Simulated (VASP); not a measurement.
Wanted: the native input for a VASP 6.6.1 run.

```
Task                   : single point
Functional             : PBEsol
Potentials or basis    : VASP PAW PBE potentials, release 64 (W_sv)
Cutoff                 : 520 eV
k mesh                 : 18 × 18 × 5
Occupations            : gaussian, width 0.15 eV
Spin                   : no spin polarisation
Dipole correction      : no
Further INCAR settings : ALGO = Fast; EDIFF = 1e-06; NBANDS = 36
```

The structure of W lies in POSCAR:

```
W
1.0
   -1.5973000000      1.5973000000     -1.5973000000
   -1.5973000000     -1.5973000000      1.5973000000
   -1.2778400000      6.3892000000      6.3892000000
W
4
Direct
   -0.3500000000     -0.3500000000      0.8750000000
    0.4500000000      0.4500000000      0.1250000000
   -0.1500000000     -0.1500000000      0.3750000000
    0.2500000000      0.2500000000      0.6250000000
```

These files were run (other wordings do the same):

INCAR

```
SYSTEM = W
  ALGO = Fast
  EDIFF = 1E-6
  ENCUT = 520
  GGA = PS
  ISIF = 2
  ISMEAR = 0
  LASPH = .True.
  LCHARG = .False.
  LREAL = .False.
  LWAVE = .False.
  NBANDS = 36
  NELM = 60
  PREC = Accurate
  SIGMA = 0.15
```

KPOINTS

```
k-points
0
Gamma
  18 18 5
  0 0 0
```

Potentials or basis: VASP PAW PBE potentials, release 64 (W_sv).

The run is started by

```sh
$ cat potpaw_PBE.64/W_sv/POTCAR > POTCAR
$ mpirun -np 1 vasp_std > vasp.out
```

Results of the run:

```
Pressure               : -0.3 GPa
Largest force          : 5.107 eV/Å
Band gap on the k mesh : zero (bands 28 and 29 overlap by 2.02 eV)
```

Caveat: the PAW data sets were made with another functional, which shifts forces and pressure a little; spin-orbit coupling is left out, which moves the levels of the heavy elements.

It took 13 min on 1 thread of AMD EPYC 9R45 96-Core Processor (Zen 5) (shared host), peak memory 0.71 GiB.
